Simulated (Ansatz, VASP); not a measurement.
# Two plane-wave programs on TaRu

Contents of INCAR:

```
SYSTEM = TaRu
  ALGO = Normal
  EDIFF = 1E-8
  ENCUT = 520
  GGA = CA
  ISIF = 2
  ISMEAR = -1
  LASPH = .True.
  LCHARG = .False.
  LEFG = .True.
  LREAL = .False.
  LWAVE = .False.
  NBANDS = 20
  NELM = 60
  PREC = Accurate
  SIGMA = 0.05
```

KPOINTS

```
k-points
0
Gamma
  11 11 10
  0 0 0
```

The input POSCAR:

```
TaRu
1.0
    3.0325094497      0.0000000000      0.0000000000
    0.0000000000      3.0325094497      0.0000000000
    0.0000000000      0.0000000000      3.3662543482
Ta Ru
1 1
Direct
    0.5000000000      0.5000000000      0.5000000000
    0.0000000000      0.0000000000      0.0000000000
```

Input for Ansatz:

```yaml
crystal:
  lattice:
    - [3.0325094497, 0.0, 0.0]
    - [0.0, 3.0325094497, 0.0]
    - [0.0, 0.0, 3.3662543482]
  atoms:
    - { symbol: Ta, position: [0.5, 0.5, 0.5] }
    - { symbol: Ru, position: [0.0, 0.0, 0.0] }
kpoints:
  mp_grid: { grid: [11, 11, 10] }
scf:
  occupations: { method: fermi_dirac, width: 0.05 }
hamiltonian:
  xc: lda
  pseudopotentials: { kind: paw }
output:
  forces: true
  stress: true
  eigenvalues: true
  efg: { contact_densities: true }
```

Change from the starting cell: volume scaled by 0.98, PAW files.

Alike in both runs: task electric field gradients; functional LDA; k mesh 11 × 11 × 10; occupations fermi-dirac, width 0.05 eV; no spin polarisation.

|  | VASP | Ansatz |
| --- | --- | --- |
| version | VASP 6.6.1 | Ansatz 0.2.0 |
| potentials or method | VASP PAW LDA potentials, release 64 (Ta_pv, Ru_pv) | PAW with Ansatz's default frozen-core files, scalar-relativistic |
| plane-wave cutoff (eV) | 520 | 420 |
| valence electrons in the cell | 25 | 29 |

```csv
,VASP,Ansatz,Ansatz less VASP
pressure (GPa),-4.4,-5.3,-0.97
"traceless stress, the component that is largest in VASP (GPa)",0.56,0.64,+0.079
size of Vzz on the site where it differs most (V/Å²),29.9,22.3,-7.67
```

LDA's correlation is that of Perdew and Zunger in VASP and of Perdew and Wang (1992) in Ansatz. VASP's potentials hold 25 valence electrons a cell and Ansatz's 29, so a difference there can come from the potentials and not from the codes.

Spin-orbit coupling is off throughout.
